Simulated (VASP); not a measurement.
Here is a VASP 6.6.1 calculation.

Contents of INCAR:

```
SYSTEM = Zn6O7
  PREC = Accurate
  ENCUT = 520
  EDIFF = 1E-6
  ISMEAR = 0
  SIGMA = 0.02
  LREAL = .False.
  LASPH = .True.
  NELM = 60
  ALGO = Normal
  ISIF = 2
  LWAVE = .False.
  LCHARG = .True.
  GGA = PE
  LELF = .True.
  LVHAR = .True.
  NBANDS = 69
```

File KPOINTS:

```
Automatic mesh
0
Gamma
  3 3 3
  0 0 0
```

The input POSCAR:

```
Zn6O7
1.0
    0.0000000000      0.0000000000     -5.2932331742
   -4.9190861691     -2.8400357239      0.0000000000
    0.0000000001      5.6800714478      0.0000000000
Zn O
6 7
Direct
    0.4976045667      0.3179460465      0.3179527136
    0.4975648934      0.6820738415     -0.0000107259
    0.4976030553     -0.0000176862      0.6820206059
    1.0012219046      0.6760434531      0.6760368409
    1.0011895992      0.0000176862      0.3239111068
    1.0011865764      0.3238505985      0.0000072656
    0.1033789712      0.3477418246      0.3477949570
    0.1032563619      0.6522180929     -0.0000284004
    0.1033181388     -0.0000800962      0.6521739309
    0.6262684622      0.6283274767      0.6282699985
    0.6262403130      0.0000510257      0.3716931969
    0.6261579437      0.3717011528     -0.0000069449
    0.3948225841     -0.0000481797     -0.0000327165
```

Potentials or basis: VASP PAW PBE potentials, release 64 (Zn, O).

Command:

```sh
$ cat potpaw_PBE.64/Zn/POTCAR potpaw_PBE.64/O/POTCAR > POTCAR
$ mpirun -np 1 vasp_std > vasp.out
```

Task: What does it give for the band gap on the k mesh?

Result: Zero (bands 57 and 58 overlap by 0.35 eV).

Task: What does it give for the largest force?

Result: 0.100 eV/Å.

Task: Estimate the pressure.

Result: 7.7 GPa.

Forces in eV/Å, atoms in the order of the input:
```
Zn  -0.043  0.024 -0.006
Zn   0.048  0.027 -0.008
Zn  -0.001 -0.050 -0.006
Zn  -0.029  0.018  0.007
Zn   0.002 -0.032  0.006
Zn   0.026  0.014  0.006
O    0.013 -0.010 -0.015
O   -0.010 -0.005 -0.017
O   -0.003  0.015 -0.016
O   -0.051  0.030 -0.016
O    0.001 -0.059 -0.017
O    0.052  0.030 -0.020
O   -0.004 -0.002  0.100
```

Caveat: the k points lie up to 0.43 Å⁻¹ apart.
